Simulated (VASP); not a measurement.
# Ta4H3 (Pm-3m) in VASP: notebook

The runs below take Ta4H3 through single point, with PBE.

Program: VASP 6.6.1. These are calculated values, not measurements. Logs are shortened: lines on timing, memory, paths and dates and some standing lists are left out, and cuts for length are marked.

## Step 1: The cell of the first run

Symmetry: Pm-3m, No. 221, cubic system. Conventional cell: a = 4.297 Å, b = 4.297 Å, c = 4.297 Å, α = 90.00°, β = 90.00°, γ = 90.00°. Within 2.8 Å of Ta (site symmetry m-3m) lie 6 H at 2.15 Å. Within 2.8 Å of Ta (site symmetry 4/mmm) lie 4 H at 2.15 Å. Within 2.8 Å of H (site symmetry 4/mmm) lie 6 Ta at 2.15 Å.

The cell was generated, and may not be a known phase.

## Step 2: Single point, PBE

INCAR

```
PREC = Accurate
ENCUT = 500
EDIFF = 1E-6
ISMEAR = 0
SIGMA = 0.2
LREAL = False
LASPH = True
NELM = 120
ALGO = Normal
ISIF = 2
LWAVE = False
LCHARG = True
GGA = PE
LELF = True
LVHAR = True
NBANDS = 32
GGA_COMPAT = False
```

KPOINTS

```
regular mesh
0
Gamma
  4 4 4
```

POSCAR

```
Ta4H3
1.0
    4.2969922724      0.0000000000      0.0000000000
    0.0000000000      4.2969922724      0.0000000000
    0.0000000000      0.0000000000      4.2969922724
Ta H
4 3
Direct
    0.5000000000      0.5000000000      0.5000000000
    0.5000000000      0.0000000000      0.0000000000
    0.0000000000      0.5000000000      0.0000000000
    0.0000000000      0.0000000000      0.5000000000
    0.5000000000      0.5000000000      0.0000000000
    0.0000000000      0.5000000000      0.5000000000
    0.5000000000      0.0000000000      0.5000000000
```

Potentials or basis: VASP PAW PBE potentials, release 64 (Ta_pv, H).

The run is started by

```
$ cat potpaw_PBE.64/Ta_pv/POTCAR potpaw_PBE.64/H/POTCAR > POTCAR
$ mpirun -np 1 vasp_std > vasp.out
```

OUTCAR:

```text
PREC = Accurate
   ENCUT = 500
   EDIFF = 1E-6
   ISMEAR = 0
   LREAL = False
   LASPH = True
   NELM = 120
   ISIF = 2
   GGA = PE

 ion  position               nearest neighbor table
   1  0.500  0.500  0.500-   5 2.15   6 2.15   7 2.15   5 2.15   7 2.15   6 2.15   2 3.04   3 3.04
                             2 3.04   2 3.04   4 3.04   3 3.04   2 3.04   3 3.04   4 3.04   4 3.04
   2  0.500  0.000  0.000-   5 2.15   7 2.15   7 2.15   5 2.15   3 3.04   1 3.04   4 3.04   4 3.04
                             1 3.04   3 3.04   1 3.04   1 3.04   3 3.04   4 3.04   4 3.04   3 3.04
   3  0.000  0.500  0.000-   5 2.15   6 2.15   6 2.15   5 2.15   2 3.04   1 3.04   4 3.04   4 3.04
                             2 3.04   4 3.04   4 3.04   1 3.04   2 3.04   1 3.04   1 3.04   2 3.04
   4  0.000  0.000  0.500-   6 2.15   7 2.15   6 2.15   7 2.15   2 3.04   2 3.04   3 3.04   1 3.04
                             3 3.04   3 3.04   3 3.04   1 3.04   2 3.04   1 3.04   2 3.04   1 3.04
   5  0.500  0.500  0.000-   1 2.15   2 2.15   3 2.15   1 2.15   2 2.15   3 2.15
   6  0.000  0.500  0.500-   1 2.15   3 2.15   4 2.15   3 2.15   4 2.15   1 2.15
   7  0.500  0.000  0.500-   1 2.15   2 2.15   4 2.15   2 2.15   1 2.15   4 2.15

  LATTYP: Found a simple cubic cell.
 ALAT       =     4.2969922724

  Lattice vectors:

 A1 = (   4.2969922724,   0.0000000000,   0.0000000000)
 A2 = (   0.0000000000,   4.2969922724,   0.0000000000)
 A3 = (   0.0000000000,   0.0000000000,   4.2969922724)

Analysis of symmetry for initial positions (statically):
=====================================================================
 Subroutine PRICEL returns:
 Original cell was already a primitive cell.

 Routine SETGRP: Setting up the symmetry group for a
 simple cubic supercell.

 Subroutine GETGRP returns: Found 48 space group operations
 (whereof 48 operations were pure point group operations)
 out of a pool of 48 trial point group operations.

The static configuration has the point symmetry O_h .

Analysis of symmetry for dynamics (positions and initial velocities):
=====================================================================
 Subroutine PRICEL returns:
 Original cell was already a primitive cell.

 Routine SETGRP: Setting up the symmetry group for a
 simple cubic supercell.

 Subroutine GETGRP returns: Found 48 space group operations
 (whereof 48 operations were pure point group operations)
 out of a pool of 48 trial point group operations.

The dynamic configuration has the point symmetry O_h .

 Subroutine INISYM returns: Found 48 space group operations
 (whereof 48 operations are pure point group operations),
 and found     1 'primitive' translations

----------------------------------------------------------------------------------------

                                     Primitive cell

  volume of cell :      79.3403

  direct lattice vectors                    reciprocal lattice vectors
     4.296992272  0.000000000  0.000000000     0.232720921  0.000000000  0.000000000
     0.000000000  4.296992272  0.000000000     0.000000000  0.232720921  0.000000000
     0.000000000  0.000000000  4.296992272     0.000000000  0.000000000  0.232720921

  length of vectors
     4.296992272  4.296992272  4.296992272     0.232720921  0.232720921  0.232720921

  position of ions in fractional coordinates (direct lattice)
     0.500000000  0.500000000  0.500000000
     0.500000000  0.000000000  0.000000000
     0.000000000  0.500000000  0.000000000
     0.000000000  0.000000000  0.500000000
     0.500000000  0.500000000  0.000000000
     0.000000000  0.500000000  0.500000000
     0.500000000  0.000000000  0.500000000

  ion indices of the primitive-cell ions
   primitive index   ion index
                 1           1
                 2           2
                 3           3
                 4           4
                 5           5
                 6           6
                 7           7

----------------------------------------------------------------------------------------

 KPOINTS: regular mesh

Automatic generation of k-mesh.
 Grid dimensions read from file:
 generate k-points for:    4    4    4

 Generating k-lattice:

  Cartesian coordinates                     Fractional coordinates (reciprocal lattice)
     0.058180230  0.000000000  0.000000000     0.250000000  0.000000000  0.000000000
     0.000000000  0.058180230  0.000000000     0.000000000  0.250000000  0.000000000
     0.000000000  0.000000000  0.058180230     0.000000000  0.000000000  0.250000000

  Length of vectors
     0.058180230  0.058180230  0.058180230

  Shift w.r.t. Gamma in fractional coordinates (k-lattice)
     0.000000000  0.000000000  0.000000000

 Subroutine IBZKPT returns following result:
 ===========================================

 Found     10 irreducible k-points:

 Following reciprocal coordinates:
            Coordinates               Weight
  0.000000  0.000000  0.000000      1.000000
  0.250000  0.000000  0.000000      6.000000
  0.500000  0.000000  0.000000      3.000000
  0.250000  0.250000  0.000000     12.000000
  0.500000  0.250000  0.000000     12.000000
  0.500000  0.500000  0.000000      3.000000
  0.250000  0.250000  0.250000      8.000000
  0.500000  0.250000  0.250000     12.000000
  0.500000  0.500000  0.250000      6.000000
  0.500000  0.500000  0.500000      1.000000
   k-points           NKPTS =     10   k-points in BZ     NKDIM =     10   number of bands    NBANDS=     32
   number of dos      NEDOS =    301   number of ions     NIONS =      7
   total plane-waves  NPLWV =  32768
   dimension x,y,z NGX =    32 NGY =   32 NGZ =   32
   dimension x,y,z NGXF=    64 NGYF=   64 NGZF=   64
   ions per type =               4   3
   NGX,Y,Z   is equivalent  to a cutoff of  12.38, 12.38, 12.38 a.u.
   NGXF,Y,Z  is equivalent  to a cutoff of  24.76, 24.76, 24.76 a.u.
 SYSTEM =  unknown system
   PREC   = accura    normal or accurate (medium, high low for compatibility)
   ISTART =      0    job   : 0-new  1-cont  2-samecut
   ICHARG =      2    charge: 1-file 2-atom 10-const
   ISPIN  =      1    spin polarized calculation?
   LNONCOLLINEAR =      F non collinear calculations
   LSORBIT =      F    spin-orbit coupling
   LASPH  =      T    aspherical Exc in radial PAW
   ENCUT  =  500.0 eV  36.75 Ry    6.06 a.u.   7.83  7.83  7.83*2*pi/ulx,y,z
   NELM   =    120;   NELMIN=  2; NELMDL= -5     # of ELM steps
   EDIFF  = 0.1E-05   stopping-criterion for ELM
   LREAL  =      F    real-space projection
   EDIFFG = 0.1E-04   stopping-criterion for IOM
   NSW    =      0    number of steps for IOM
   IBRION =     -1    ionic relax: 0-MD 1-quasi-New 2-CG
   NFREE  =      0    steps in history (QN), initial steepest desc. (CG)
   ISIF   =      2    stress and relaxation
   ISYM   =      2    0-nonsym 1-usesym 2-fastsym
   POTIM  = 0.5000    time-step for ionic-motion
   TEBEG  =    0.0;   TEEND  =   0.0 temperature during run
   PSTRESS=    0.0 pullay stress
   NELECT =      47.0000    total number of electrons
   NUPDOWN=      -1.0000    fix difference up-down
   EMIN   =  10.00;   EMAX   =-10.00  energy-range for DOS
   EFERMI =   0.00;   METHOD = LEGACY
   ISMEAR =     0;   SIGMA  =   0.20  broadening in eV -4-tet -1-fermi 0-gaus
   EFERMI_NEDOS =   21; number of points for ismear=-14 and -15
   IALGO  =     38    algorithm
   IMIX   =      4    mixing-type and parameters
     AMIX     =   0.40;   BMIX     =  1.00
     AMIX_MAG =   1.60;   BMIX_MAG =  1.00
  volume/ion in A,a.u.               =      11.33        76.49
  Fermi-wavevector in a.u.,A,eV,Ry     =   1.374916  2.598215 25.720377  1.890394
  Thomas-Fermi vector in A             =   2.500299
   LORBIT       =      0    0 simple, 1 ext, 2 COOP (PROOUT), +10 PAW based schemes
   GGA     = PE    functional components
   LHFCALC =     F    Hartree Fock is set to
   AEXX    =    0.0000 exact exchange contribution
   IVDW    =     0    specifies the selected vdW correction
   LEPSILON=     F    determine dielectric tensor
   LRPA    =     F    only Hartree local field effects (RPA)
 non-spin polarized calculation
 Gauss-broadening in eV      SIGMA  =   0.20
  energy-cutoff  :      500.00
  volume of cell :       79.34
 maximum number of plane-waves:      2040
 NGX is ok and might be reduce to    32
   NGX = 15   NGY = 15   NGZ = 15

 number of electron      46.9999990 magnetization

 Free energy of the ion-electron system (eV)
  ---------------------------------------------------
  ext. energy  EPLUGINS =         0.00000000
  ---------------------------------------------------
  free energy    TOTEN  =       -57.53931537 eV

  energy without entropy =      -57.48345859  energy(sigma->0) =      -57.51138698

 E-fermi :   6.0000     XC(G=0): -12.5386

 val. band max:        5.8862381904   @ k =   0.5000   0.5000   0.2500
 cond. band min:       6.0896222974   @ k =   0.0000   0.0000   0.0000
 fundamental gap:      0.2033841070
 Fermi energy:         6.0000051340

 k-point     1 :       0.0000    0.0000    0.0000
  band No.  band energies     occupation
      1     -28.7885      2.00000
      2     -28.7885      2.00000
      3     -28.7885      2.00000
      4     -28.3158      2.00000
      5     -28.3158      2.00000
      6     -28.3158      2.00000
[... 24 lines left out ...]
     31      11.7541      0.00000
     32      11.7601      0.00000

 k-point     2 :       0.2500    0.0000    0.0000
  band No.  band energies     occupation
      1     -28.7188      2.00000
      2     -28.7188      2.00000
      3     -28.6850      2.00000
      4     -28.3668      2.00000
      5     -28.3668      2.00000
      6     -28.3262      2.00000
[... 24 lines left out ...]
     31       9.9620      0.00000
     32      10.5883      0.00000
[... 243 lines left out ...]
     31      10.0352      0.00000
     32      10.0352      0.00000

 k-point    10 :       0.5000    0.5000    0.5000
  band No.  band energies     occupation
      1     -28.9048      2.00000
      2     -28.9048      2.00000
      3     -28.9048      2.00000
      4     -28.7222      2.00000
      5     -28.1133      2.00000
      6     -28.1133      2.00000
[... 24 lines left out ...]
     31      11.0296      0.00000
     32      11.0305      0.00000

------------------------ aborting loop because EDIFF is reached ----------------------------------------

  FORCE on cell =-STRESS in cart. coord.  units (eV):
  Direction    XX          YY          ZZ          XY          YZ          ZX
  --------------------------------------------------------------------------------------
  -------------------------------------------------------------------------------------
  Total        0.0436727      0.0436727      0.0436727      0.0000000      0.0000000      0.0000000
  in kB        0.8819153      0.8819153      0.8819153      0.0000000      0.0000000      0.0000000
  external PRESSURE =       0.8819153 kB  Pullay stress =       0.0000000 kB

 VOLUME and BASIS-vectors are now :
 -----------------------------------------------------------------------------
  energy-cutoff  :      500.00
  volume of cell :       79.34
      direct lattice vectors                 reciprocal lattice vectors
     4.296992272  0.000000000  0.000000000     0.232720921  0.000000000  0.000000000
     0.000000000  4.296992272  0.000000000     0.000000000  0.232720921  0.000000000
     0.000000000  0.000000000  4.296992272     0.000000000  0.000000000  0.232720921

 POSITION                                       TOTAL-FORCE (eV/Angst)
 -----------------------------------------------------------------------------------
      2.14850      2.14850      2.14850         0.000000      0.000000      0.000000
      2.14850      0.00000      0.00000         0.000000      0.000000      0.000000
      0.00000      2.14850      0.00000         0.000000      0.000000      0.000000
      0.00000      0.00000      2.14850         0.000000      0.000000      0.000000
      2.14850      2.14850      0.00000         0.000000      0.000000      0.000000
      0.00000      2.14850      2.14850         0.000000      0.000000      0.000000
      2.14850      0.00000      2.14850         0.000000      0.000000      0.000000
 -----------------------------------------------------------------------------------
    total drift:                                0.000000      0.000000     -0.000000

  FREE ENERGIE OF THE ION-ELECTRON SYSTEM (eV)
  ---------------------------------------------------
  free  energy   TOTEN  =       -57.5393153707 eV

  energy  without entropy=      -57.4834585906  energy(sigma->0) =      -57.51138698
```

It took 36 s on 1 thread of Intel Xeon 8259CL, shared host; peak memory 0.18 GiB.

Results:

```
Free energy            : -57.5393 eV
Pressure               : 0.1 GPa
Band gap on the k mesh : zero (an odd number of electrons rules out a gap without spin polarisation)
```

Levels at points of the mesh, in eV from the Fermi level:
```
           k point  band 20  band 21  band 22  band 23  band 24  band 25  band 26  band 27  band 28  band 29
(0.00, 0.00, 0.00)     0.09     0.09     0.09     1.72     1.72     1.72     2.78     2.78     4.84     5.03
(0.50, 0.00, 0.00)    -1.65    -1.57    -1.57    -0.36    -0.35     0.76     1.42     1.81     1.81     1.90
(0.50, 0.50, 0.00)    -1.74    -1.66    -1.66    -1.38    -1.17     0.64     0.66     1.17     1.17     2.55
(0.50, 0.50, 0.50)    -0.65    -0.65    -0.58    -0.58    -0.58    -0.11    -0.11    -0.11     0.39     4.94
```

Caveat: the k points lie up to 0.37 Å⁻¹ apart, too coarse for converged energies and pressures of a metal; spin-orbit coupling is left out, which moves the levels of the heavy elements; an odd number of electrons without spin polarisation forces a metal; a magnetic or distorted state may lie lower.

## Step 3: Single point, PBE

INCAR

```
PREC     = Accurate       # precision mode
ENCUT    = 500            # plane-wave cutoff, eV
EDIFF    = 1E-6           # SCF threshold, eV
ISMEAR   = 0              # smearing method
SIGMA    = 0.2            # smearing width, eV
LREAL    = F              # projectors in reciprocal space
LASPH    = T              # aspherical terms in the spheres
NELM     = 120            # most SCF steps
ALGO     = Normal         # electronic algorithm
ISIF     = 2              # what is computed and relaxed
LWAVE    = F              # write WAVECAR
LCHARG   = F              # write CHGCAR
GGA      = PE             # functional
NBANDS   = 32             # bands
GGA_COMPAT= F
```

KPOINTS

```
Automatic mesh
0
Gamma
  4 4 4
```

POSCAR

```
Ta4H3
1.0
    4.2977253537      0.0000000000      0.0000000000
    0.0000000000      4.2977253537      0.0000000000
    0.0000000000      0.0000000000      4.2977253537
Ta H
4 3
Direct
    0.0000000000      0.0000000000      0.0000000000
    0.0000000000      0.5000000000      0.5000000000
    0.5000000000      0.0000000000      0.5000000000
    0.5000000000      0.5000000000      0.0000000000
    0.5000000000      0.0000000000      0.0000000000
    0.0000000000      0.5000000000      0.0000000000
    0.0000000000      0.0000000000      0.5000000000
```

Potentials or basis: VASP PAW PBE potentials, release 64 (Ta_pv, H).

The run is started by

```
$ cat potpaw_PBE.64/Ta_pv/POTCAR potpaw_PBE.64/H/POTCAR > POTCAR
$ mpirun -np 1 vasp_std > vasp.out
```

Run time: 30 s. Hardware: 1 thread of Intel Xeon 8259CL, shared host; peak memory 0.18 GiB.

Results (log left out):

| Item | Value |
| --- | --- |
| Free energy | -57.5393 eV |
| Pressure | 0.0 GPa |
| Band gap on the k mesh | zero (an odd number of electrons rules out a gap without spin polarisation) |

Levels at points of the mesh, in eV from the Fermi level:
| k point | band 21 | band 22 | band 23 | band 24 | band 25 | band 26 | band 27 | band 28 |
| --- | --- | --- | --- | --- | --- | --- | --- | --- |
| (0.00, 0.00, 0.00) | 0.09 | 0.09 | 1.72 | 1.72 | 1.72 | 2.77 | 2.77 | 4.84 |
| (0.50, 0.00, 0.00) | -1.57 | -1.57 | -0.36 | -0.35 | 0.76 | 1.42 | 1.81 | 1.81 |
| (0.50, 0.50, 0.00) | -1.66 | -1.66 | -1.38 | -1.17 | 0.64 | 0.66 | 1.17 | 1.17 |
| (0.50, 0.50, 0.50) | -0.65 | -0.58 | -0.58 | -0.58 | -0.11 | -0.11 | -0.11 | 0.39 |

Caveat: the k points lie up to 0.37 Å⁻¹ apart, too coarse for converged energies and pressures of a metal; spin-orbit coupling is left out, which moves the levels of the heavy elements; an odd number of electrons without spin polarisation forces a metal; a magnetic or distorted state may lie lower.

## Step 4: Single point, PBE (atoms taken out)

INCAR

```
PREC = Accurate
ENCUT = 500
EDIFF = 1E-6
ISMEAR = 0
SIGMA = 0.2
LREAL = F
LASPH = T
NELM = 120
ALGO = Normal
ISIF = 2
LWAVE = F
LCHARG = F
GGA = PE
NBANDS = 32
GGA_COMPAT = F
```

KPOINTS

```
regular mesh
0
Gamma
  4 4 4
```

POSCAR

```
Ta4H3
1.0
    4.2986719700      0.0000000000      0.0000000000
    0.0000000000      4.2986719700      0.0000000000
    0.0000000000      0.0000000000      4.2986719700
Ta H
4 3
Direct
    0.0000000000      0.0000000000      0.0000000000
    0.5000000000      0.0000000000      0.5000000000
    0.5000000000      0.5000000000      0.0000000000
    0.0000000000      0.5000000000      0.5000000000
    0.5000000000      0.0000000000      0.0000000000
    0.0000000000      0.5000000000      0.0000000000
    0.0000000000      0.0000000000      0.5000000000
```

The run is started by

```
$ cat potpaw_PBE.64/Ta_pv/POTCAR potpaw_PBE.64/H/POTCAR > POTCAR
$ mpirun -np 1 vasp_std > vasp.out
```

Wall time 36 s (1 thread of Intel Xeon 8259CL, shared host); peak memory 0.18 GiB.

The run converged. Its results:

```yaml
Free_energy: -57.5393 eV
Pressure: -0.2 GPa
Band_gap_on_the_k_mesh: zero (an odd number of electrons rules out a gap without spin polarisation)
```

Levels at points of the mesh, in eV from the Fermi level:
| k point | band 20 | band 21 | band 22 | band 23 | band 24 | band 25 | band 26 | band 27 | band 28 | band 29 |
| --- | --- | --- | --- | --- | --- | --- | --- | --- | --- | --- |
| (0.00, 0.00, 0.00) | 0.09 | 0.09 | 0.09 | 1.72 | 1.72 | 1.72 | 2.77 | 2.77 | 4.83 | 5.02 |
| (0.50, 0.00, 0.00) | -1.65 | -1.57 | -1.57 | -0.36 | -0.35 | 0.76 | 1.42 | 1.81 | 1.81 | 1.89 |
| (0.50, 0.50, 0.00) | -1.73 | -1.66 | -1.66 | -1.38 | -1.17 | 0.64 | 0.66 | 1.17 | 1.17 | 2.54 |
| (0.50, 0.50, 0.50) | -0.64 | -0.64 | -0.58 | -0.58 | -0.58 | -0.11 | -0.11 | -0.11 | 0.39 | 4.94 |

Caveat: the k points lie up to 0.37 Å⁻¹ apart, too coarse for converged energies and pressures of a metal; the cell differs from its parent crystal (atoms taken out); spin-orbit coupling is left out, which moves the levels of the heavy elements; an odd number of electrons without spin polarisation forces a metal; a magnetic or distorted state may lie lower.

## Step 5: The runs side by side

```csv
cell,gap on the mesh (eV),pressure (GPa)
"a = 4.297 Å, 7 atoms",none,0.1
"a = 4.298 Å, 7 atoms",none,0.0
"a = 4.299 Å, 7 atoms",none,-0.2
```

Alike in all rows: task single point; level PBE; potentials or basis VASP PAW PBE potentials, release 64 (Ta_pv, H); no spin polarisation; k mesh 4 × 4 × 4; cutoff (eV) 500; smearing gaussian 0.2 eV.

Caveats: all runs use coarse meshes; spin-orbit coupling is left out, which moves the levels of the heavy elements; an odd number of electrons without spin polarisation forces a metal; a magnetic or distorted state may lie lower.

Absolute energies hang on the potentials; compare differences alone.

The gap in the log of VASP goes by the Fermi energy; the results here count the filled bands.